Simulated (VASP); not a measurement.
Set up this calculation in VASP 6.6.1, as the native input.

```yaml
Task: single point
Functional: r2SCAN
Potentials_or_basis: VASP PAW PBE potentials, release 64 (Cd, Se)
Cutoff: 520 eV
k_mesh: 6 × 6 × 4
Occupations: gaussian, width 0.05 eV
Spin: no spin polarisation
Dipole_correction: no
Further_INCAR_settings: ALGO = Normal; EDIFF = 1e-06; NBANDS = 26
```

CdSe:

```
Cd Se
1.0
     4.29850    0.00000    0.00000
    -2.14925    3.72261    0.00000
     0.00000    0.00000    7.01520
Cd Se
2 2
Cartesian
  2.1492 1.2409 0.0000
  0.0000 2.4817 3.5076
  2.1492 1.2409 2.5807
  0.0000 2.4817 6.0883
```

This cell differs from its parent crystal: all Se atoms moved -0.050 Å, as atom 3 along Cartesian [0 0 1].

These files were run (other wordings do the same):

POSCAR

```
CdSe
1.0
    4.2984999142      0.0000000000      0.0000000000
   -2.1492499571      3.7226101239      0.0000000000
    0.0000000000      0.0000000000      7.0152000000
Cd Se
2 2
Direct
    0.6666666667      0.3333333333      0.0000000000
    0.3333333333      0.6666666667      0.5000000000
    0.6666666667      0.3333333333      0.3678726195
    0.3333333333      0.6666666667      0.8678726195
```

INCAR.step1

```
SYSTEM = CdSe
  PREC = Accurate
  ENCUT = 520
  ISMEAR = 0
  SIGMA = 0.05
  LREAL = .FALSE.
  LASPH = .TRUE.
  NELM = 100
  NBANDS = 26
  GGA = PE
  ALGO = Normal
  EDIFF = 1E-4
  LWAVE = .TRUE.
  LCHARG = .FALSE.
```

INCAR.step2

```
SYSTEM = CdSe
  PREC = Accurate
  ENCUT = 520
  EDIFF = 1E-6
  ISMEAR = 0
  SIGMA = 0.05
  LREAL = .FALSE.
  LASPH = .TRUE.
  NELM = 100
  ALGO = Normal
  ISIF = 2
  LWAVE = .FALSE.
  LCHARG = .FALSE.
  METAGGA = R2SCAN
  LMIXTAU = .TRUE.
  NBANDS = 26
  ISTART = 1
```

KPOINTS

```
Automatic mesh
0
G
  6 6 4
  0 0 0
```

Potentials or basis: VASP PAW PBE potentials, release 64 (Cd, Se).

Launch:

```console
$ cat potpaw_PBE.64/Cd/POTCAR potpaw_PBE.64/Se/POTCAR > POTCAR
$ cp INCAR.step1 INCAR
$ mpirun -np 1 vasp_std > vasp.out
$ cp INCAR.step2 INCAR
$ mpirun -np 1 vasp_std > vasp.out
```

It gave:

- Pressure: 1.9 GPa
- Largest force: 0.305 eV/Å
- Band gap on the k mesh: 1.14 eV

Caveat: the cell differs from its parent crystal (all Se atoms moved -0.050 Å, as atom 3 along Cartesian [0 0 1]); the PAW data sets were made with another functional, which shifts forces and pressure a little.

Wall time 78 s on 1 thread of Intel(R) Xeon(R) 6975P-C (Granite Rapids), with other jobs on the host, peak memory 0.26 GiB.
